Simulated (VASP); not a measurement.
The system is Sc2Al.

```
CELL_PARAMETERS angstrom
4.89261 0.00000 0.00000
-2.44631 4.23713 0.00000
0.00000 0.00000 6.16142
ATOMIC_POSITIONS crystal
Sc 0.00000 0.00000 0.00000
Sc 0.00000 0.00000 0.50000
Sc 0.33333 0.66667 0.75000
Sc 0.66667 0.33333 0.25000
Al 0.33333 0.66667 0.25000
Al 0.66667 0.33333 0.75000
```

* Program: VASP 6.6.1
* Task: relaxation of volume and atoms at fixed shape
* Functional: PBEsol
* Potentials or basis: VASP PAW PBE potentials, release 64 (Sc_sv, Al)
* Cutoff: 600 eV
* k mesh: 6 × 6 × 4
* Occupations: methfessel-paxton, width 0.05 eV
* Spin: no spin polarisation

At the start: pressure -1.9 GPa; volume 21.29 Å³/atom.

How do energy, volume and symmetry change on relaxing?

Over 3 steps the energy falls by 3.5 meV/atom and the volume is 20.72 Å³/atom (-2.7 %); space group P6_3/mmc (No. 194, to 0.05 Å).

Step by step:
| step | energy change (eV) | largest force (eV/Å) | pressure (GPa) | volume (Å³) |
| --- | --- | --- | --- | --- |
| 1 | 0.0000 | 0.0000 | -1.92 | 127.73 |
| 2 | -0.0178 | 0.0000 | 0.77 | 123.08 |
| 3 | -0.0208 | 0.0000 | 0.00 | 124.32 |

Final structure:
```
Sc Al
1.0
     4.84873    0.00000    0.00000
    -2.42437    4.19913    0.00000
     0.00000    0.00000    6.10616
Sc Al
4 2
Cartesian
  0.0000 0.0000 0.0000
  0.0000 0.0000 3.0531
  0.0000 2.7994 4.5796
  2.4244 1.3997 1.5265
  0.0000 2.7994 1.5265
  2.4244 1.3997 4.5796
```

Caveat: the PAW data sets were made with another functional, which shifts forces and pressure a little.
